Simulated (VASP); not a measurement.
# PtS2 (P-3m1) in VASP: single point with PBE

Aim: the single point of PtS2 with PBE.

Program: VASP 6.6.1. These are calculated values, not measurements. Logs are shortened: lines on timing, memory, paths and dates and some standing lists are left out, and cuts for length are marked.

## (1) The cell of the first run

Symmetry: P-3m1, No. 164, trigonal system. The conventional cell has a = 3.553 Å, b = 3.553 Å, c = 5.123 Å, α = 90.00°, β = 90.00°, γ = 120.00°. Within 3.2 Å of Pt (site symmetry -3m) lie 6 S at 2.39 Å. S (site symmetry 3m) has 3 Pt at 2.39 Å and 3 S at 3.20 Å within 3.2 Å.

## (2) Single point, PBE

INCAR reads:

```
PREC     = Accurate       # precision mode
ENCUT    = 570            # plane-wave cutoff, eV
EDIFF    = 1E-6           # SCF threshold, eV
ISMEAR   = -1             # smearing method
SIGMA    = 0.02           # smearing width, eV
LREAL    = False          # projectors in reciprocal space
LASPH    = True           # aspherical terms in the spheres
NELM     = 120            # most SCF steps
ALGO     = Normal         # electronic algorithm
ISIF     = 2              # what is computed and relaxed
LWAVE    = False          # write WAVECAR
LCHARG   = False          # write CHGCAR
GGA      = PE             # functional
NBANDS   = 22             # bands
GGA_COMPAT= False
```

KPOINTS reads:

```
Automatic mesh
0
Gamma
  12 12 6
```

POSCAR reads:

```
PtS2
1.0
    3.5526392528      0.0000000000      0.0000000000
   -1.7763196264      3.0766758434      0.0000000000
    0.0000000000      0.0000000000      5.1227220331
Pt S
1 2
Direct
    0.0000000000      0.0000000000      0.0000000000
    0.6666666667      0.3333333333      0.7607402620
    0.3333333333      0.6666666667      0.2392597380
```

Potentials or basis: VASP PAW PBE potentials, release 64 (Pt_sv_GW, S).

Started as:

```
cat potpaw_PBE.64/Pt_sv_GW/POTCAR potpaw_PBE.64/S/POTCAR > POTCAR
mpirun -np 1 vasp_std > vasp.out
```

OUTCAR:

```text
PREC = Accurate
   ENCUT = 570
   EDIFF = 1E-6
   ISMEAR = -1
   LREAL = False
   LASPH = True
   NELM = 120
   ISIF = 2
   GGA = PE

 ion  position               nearest neighbor table
   1  0.000  0.000  0.000-   2 2.39   3 2.39   3 2.39   2 2.39   2 2.39   3 2.39
   2  0.667  0.333  0.761-   1 2.39   1 2.39   1 2.39
   3  0.333  0.667  0.239-   1 2.39   1 2.39   1 2.39

  LATTYP: Found a hexagonal cell.
 ALAT       =     3.5526392528
 C/A-ratio  =     1.4419482724

  Lattice vectors:

 A1 = (   3.5526392528,   0.0000000000,   0.0000000000)
 A2 = (  -1.7763196264,   3.0766758434,   0.0000000000)
 A3 = (   0.0000000000,   0.0000000000,   5.1227220331)

Analysis of symmetry for initial positions (statically):
=====================================================================
 Subroutine PRICEL returns:
 Original cell was already a primitive cell.

 Routine SETGRP: Setting up the symmetry group for a
 hexagonal supercell.

 Subroutine GETGRP returns: Found 12 space group operations
 (whereof 12 operations were pure point group operations)
 out of a pool of 24 trial point group operations.

The static configuration has the point symmetry D_3d.

Analysis of symmetry for dynamics (positions and initial velocities):
=====================================================================
 Subroutine PRICEL returns:
 Original cell was already a primitive cell.

 Routine SETGRP: Setting up the symmetry group for a
 hexagonal supercell.

 Subroutine GETGRP returns: Found 12 space group operations
 (whereof 12 operations were pure point group operations)
 out of a pool of 24 trial point group operations.

The dynamic configuration has the point symmetry D_3d.

 Subroutine INISYM returns: Found 12 space group operations
 (whereof 12 operations are pure point group operations),
 and found     1 'primitive' translations

----------------------------------------------------------------------------------------

                                     Primitive cell

  volume of cell :      55.9930

  direct lattice vectors                    reciprocal lattice vectors
     3.552639253  0.000000000  0.000000000     0.281480873  0.162513058  0.000000000
    -1.776319626  3.076675843  0.000000000     0.000000000  0.325026116  0.000000000
     0.000000000  0.000000000  5.122722033     0.000000000  0.000000000  0.195208718

  length of vectors
     3.552639253  3.552639253  5.122722033     0.325026116  0.325026116  0.195208718

  position of ions in fractional coordinates (direct lattice)
     0.000000000  0.000000000  0.000000000
     0.666666667  0.333333333  0.760740262
     0.333333333  0.666666667  0.239259738

  ion indices of the primitive-cell ions
   primitive index   ion index
                 1           1
                 2           2
                 3           3

----------------------------------------------------------------------------------------

 KPOINTS: Automatic mesh

Automatic generation of k-mesh.
 Grid dimensions read from file:
 generate k-points for:   12   12    6

 Generating k-lattice:

  Cartesian coordinates                     Fractional coordinates (reciprocal lattice)
     0.023456739  0.013542755  0.000000000     0.083333333  0.000000000  0.000000000
     0.000000000  0.027085510  0.000000000     0.000000000  0.083333333  0.000000000
     0.000000000  0.000000000  0.032534786     0.000000000  0.000000000  0.166666667

  Length of vectors
     0.027085510  0.027085510  0.032534786

  Shift w.r.t. Gamma in fractional coordinates (k-lattice)
     0.000000000  0.000000000  0.000000000

 Subroutine IBZKPT returns following result:
 ===========================================

 Found    100 irreducible k-points:

 Following reciprocal coordinates:
            Coordinates               Weight
  0.000000  0.000000  0.000000      1.000000
  0.083333  0.000000  0.000000      6.000000
  0.166667  0.000000  0.000000      6.000000
  0.250000  0.000000  0.000000      6.000000
  0.333333  0.000000  0.000000      6.000000
  0.416667  0.000000  0.000000      6.000000
[... 16 lines left out ...]
  0.166667  0.000000  0.166667      6.000000
  0.000000  0.166667  0.166667      6.000000
 [... further k-points ...]
   k-points           NKPTS =    100   k-points in BZ     NKDIM =    100   number of bands    NBANDS=     22
   number of dos      NEDOS =    301   number of ions     NIONS =      3
   total plane-waves  NPLWV =  31360
   dimension x,y,z NGX =    28 NGY =   28 NGZ =   40
   dimension x,y,z NGXF=    56 NGYF=   56 NGZF=   80
   ions per type =               1   2
   NGX,Y,Z   is equivalent  to a cutoff of  13.10, 13.10, 12.98 a.u.
   NGXF,Y,Z  is equivalent  to a cutoff of  26.21, 26.21, 25.96 a.u.
 SYSTEM =  unknown system
   PREC   = accura    normal or accurate (medium, high low for compatibility)
   ISTART =      0    job   : 0-new  1-cont  2-samecut
   ICHARG =      2    charge: 1-file 2-atom 10-const
   ISPIN  =      1    spin polarized calculation?
   LNONCOLLINEAR =      F non collinear calculations
   LSORBIT =      F    spin-orbit coupling
   LASPH  =      T    aspherical Exc in radial PAW
   ENCUT  =  570.0 eV  41.89 Ry    6.47 a.u.   6.92  6.92  9.97*2*pi/ulx,y,z
   NELM   =    120;   NELMIN=  2; NELMDL= -5     # of ELM steps
   EDIFF  = 0.1E-05   stopping-criterion for ELM
   LREAL  =      F    real-space projection
   EDIFFG = 0.1E-04   stopping-criterion for IOM
   NSW    =      0    number of steps for IOM
   IBRION =     -1    ionic relax: 0-MD 1-quasi-New 2-CG
   NFREE  =      0    steps in history (QN), initial steepest desc. (CG)
   ISIF   =      2    stress and relaxation
   ISYM   =      2    0-nonsym 1-usesym 2-fastsym
   POTIM  = 0.5000    time-step for ionic-motion
   TEBEG  =    0.0;   TEEND  =   0.0 temperature during run
   PSTRESS=    0.0 pullay stress
   NELECT =      30.0000    total number of electrons
   NUPDOWN=      -1.0000    fix difference up-down
   EMIN   =  10.00;   EMAX   =-10.00  energy-range for DOS
   EFERMI =   0.00;   METHOD = LEGACY
   ISMEAR =    -1;   SIGMA  =   0.02  broadening in eV -4-tet -1-fermi 0-gaus
   EFERMI_NEDOS =   21; number of points for ismear=-14 and -15
   IALGO  =     38    algorithm
   IMIX   =      4    mixing-type and parameters
     AMIX     =   0.40;   BMIX     =  1.00
     AMIX_MAG =   1.60;   BMIX_MAG =  1.00
  volume/ion in A,a.u.               =      18.66       125.95
  Fermi-wavevector in a.u.,A,eV,Ry     =   1.329650  2.512674 24.054684  1.767969
  Thomas-Fermi vector in A             =   2.458796
   LORBIT       =      0    0 simple, 1 ext, 2 COOP (PROOUT), +10 PAW based schemes
   GGA     = PE    functional components
   LHFCALC =     F    Hartree Fock is set to
   AEXX    =    0.0000 exact exchange contribution
   IVDW    =     0    specifies the selected vdW correction
   LEPSILON=     F    determine dielectric tensor
   LRPA    =     F    only Hartree local field effects (RPA)
 non-spin polarized calculation
  energy-cutoff  :      570.00
  volume of cell :       55.99
 maximum number of plane-waves:      1752
   NGX = 13   NGY = 13   NGZ = 19

 number of electron      29.9999999 magnetization

 Free energy of the ion-electron system (eV)
  ---------------------------------------------------
  ext. energy  EPLUGINS =         0.00000000
  ---------------------------------------------------
  free energy    TOTEN  =       -15.36453369 eV

  energy without entropy =      -15.36453369  energy(sigma->0) =      -15.36453369

 E-fermi :   6.6593     XC(G=0): -10.6867

 val. band max:        6.3002929100   @ k =   0.0000   0.1667   0.1667
 cond. band min:       7.0157623333   @ k =   0.0000   0.2500   0.3333
 fundamental gap:      0.7154694233
 Fermi energy:         6.6592613846

 k-point     1 :       0.0000    0.0000    0.0000
  band No.  band energies     occupation
      1     -93.2152      2.00000
      2     -47.3620      2.00000
      3     -47.3620      2.00000
      4     -47.2702      2.00000
      5      -8.8280      2.00000
      6      -6.0154      2.00000
[... 14 lines left out ...]
     21      14.3878      0.00000
     22      18.6866      0.00000

 k-point     2 :       0.0833    0.0000    0.0000
  band No.  band energies     occupation
      1     -93.2156      2.00000
      2     -47.3638      2.00000
      3     -47.3625      2.00000
      4     -47.2703      2.00000
      5      -8.7396      2.00000
      6      -6.0562      2.00000
[... 14 lines left out ...]
     21      14.6658      0.00000
     22      17.7332      0.00000

 k-point     3 :       0.1667    0.0000    0.0000
  band No.  band energies     occupation
      1     -93.2160      2.00000
      2     -47.3680      2.00000
      3     -47.3638      2.00000
      4     -47.2701      2.00000
      5      -8.4844      2.00000
      6      -6.1661      2.00000
[... 14 lines left out ...]
     21      15.3390      0.00000
     22      16.3075      0.00000

 k-point     4 :       0.2500    0.0000    0.0000
  band No.  band energies     occupation
      1     -93.2158      2.00000
      2     -47.3732      2.00000
      3     -47.3651      2.00000
      4     -47.2694      2.00000
      5      -8.0943      2.00000
      6      -6.3152      2.00000
[... 14 lines left out ...]
     21      15.3694      0.00000
     22      15.6063      0.00000

 k-point     5 :       0.3333    0.0000    0.0000
  band No.  band energies     occupation
      1     -93.2158      2.00000
      2     -47.3785      2.00000
      3     -47.3665      2.00000
      4     -47.2687      2.00000
      5      -7.6315      2.00000
      6      -6.4722      2.00000
[... 417 lines left out ...]
 k-point    22 :       0.0000    0.0833    0.1667
  band No.  band energies     occupation
      1     -93.2159      2.00000
      2     -47.3638      2.00000
      3     -47.3627      2.00000
      4     -47.2708      2.00000
      5      -8.6673      2.00000
      6      -6.2287      2.00000
[... 14 lines left out ...]
     21      14.8132      0.00000
     22      16.9926      0.00000

 k-point    23 :       0.1667    0.0000    0.1667
  band No.  band energies     occupation
      1     -93.2159      2.00000
      2     -47.3679      2.00000
      3     -47.3638      2.00000
      4     -47.2701      2.00000
      5      -8.4096      2.00000
      6      -6.3208      2.00000
[... 14 lines left out ...]
     21      14.9368      0.00000
     22      16.0312      0.00000

 k-point    24 :       0.0000    0.1667    0.1667
  band No.  band energies     occupation
      1     -93.2160      2.00000
      2     -47.3679      2.00000
      3     -47.3638      2.00000
      4     -47.2701      2.00000
      5      -8.4177      2.00000
      6      -6.2973      2.00000
[... 14 lines left out ...]
     21      15.7015      0.00000
     22      15.7059      0.00000

 [... further k-points ...]
[... 5 lines left out ...]
  --------------------------------------------------------------------------------------
  -------------------------------------------------------------------------------------
  Total        1.1701163      1.1701163      0.6851473      0.0000000      0.0000000      0.0000000
  in kB       33.4815822     33.4815822     19.6047316      0.0000000      0.0000000      0.0000000
  external PRESSURE =      28.8559653 kB  Pullay stress =       0.0000000 kB

 VOLUME and BASIS-vectors are now :
 -----------------------------------------------------------------------------
  energy-cutoff  :      570.00
  volume of cell :       55.99
      direct lattice vectors                 reciprocal lattice vectors
     3.552639253  0.000000000  0.000000000     0.281480873  0.162513058  0.000000000
    -1.776319626  3.076675843  0.000000000     0.000000000  0.325026116  0.000000000
     0.000000000  0.000000000  5.122722033     0.000000000  0.000000000  0.195208718

 POSITION                                       TOTAL-FORCE (eV/Angst)
 -----------------------------------------------------------------------------------
      0.00000      0.00000      0.00000         0.000000      0.000000      0.000000
      1.77632      1.02556      3.89706         0.000000      0.000000     -0.039986
     -0.00000      2.05112      1.22566        -0.000000     -0.000000      0.039986
 -----------------------------------------------------------------------------------
    total drift:                                0.000000      0.000000     -0.000000

  FREE ENERGIE OF THE ION-ELECTRON SYSTEM (eV)
  ---------------------------------------------------
  free  energy   TOTEN  =       -15.3645336877 eV

  energy  without entropy=      -15.3645336875  energy(sigma->0) =      -15.36453369
```

Wall time 89 s (1 thread of Intel Xeon Platinum 8488C (Sapphire Rapids), shared host); peak memory 0.28 GiB.

What came out:

| Item | Value |
| --- | --- |
| Free energy | -15.3645 eV |
| Pressure | 2.9 GPa |
| Largest force | 0.040 eV/Å |
| Band gap on the k mesh | 0.72 eV (least direct gap 0.97 eV) |

Forces in eV/Å, atoms in the order of the input:
```
Pt   0.000  0.000  0.000
S    0.000  0.000 -0.040
S    0.000  0.000  0.040
```

Caveat: spin-orbit coupling is left out, which moves the levels of the heavy elements. A k mesh can miss the band edges.
